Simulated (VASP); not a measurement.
A run of VASP 6.6.1:

Contents of INCAR:

```
  PREC = Accurate
  ENCUT = 520
  EDIFF = 1E-6
  ISMEAR = 0
  SIGMA = 0.1
  LREAL = False
  LASPH = True
  NELM = 60
  ALGO = Normal
  ISIF = 2
  LWAVE = False
  LCHARG = False
  GGA = PE
  NBANDS = 12
```

File KPOINTS:

```
Automatic mesh
0
Gamma
  6 6 6
```

The input POSCAR:

```
Sb
1.0
    2.1903700597      1.2646107436      3.8627254622
   -2.1903700597      1.2646107436      3.8627254622
    0.0000000000     -2.5292214871      3.8627254622
Sb
2
Direct
    0.2312452351      0.2312452351      0.2312452351
    0.7687547649      0.7687547649      0.7687547649
```

Potentials or basis: VASP PAW PBE potentials, release 64 (Sb).

Run with:

```bash
$ cat potpaw_PBE.64/Sb/POTCAR > POTCAR
$ mpirun -np 1 vasp_std > vasp.out
```

Hardware: 1 thread of Intel(R) Xeon(R) 6975P-C (Granite Rapids), on a shared host.

Question: Estimate the wall time of this run.

Answer: It took 17 s on 1 thread of Intel(R) Xeon(R) 6975P-C (Granite Rapids), on a shared host, peak memory 0.21 GiB. Counts: scf iterations 10, k points 32.
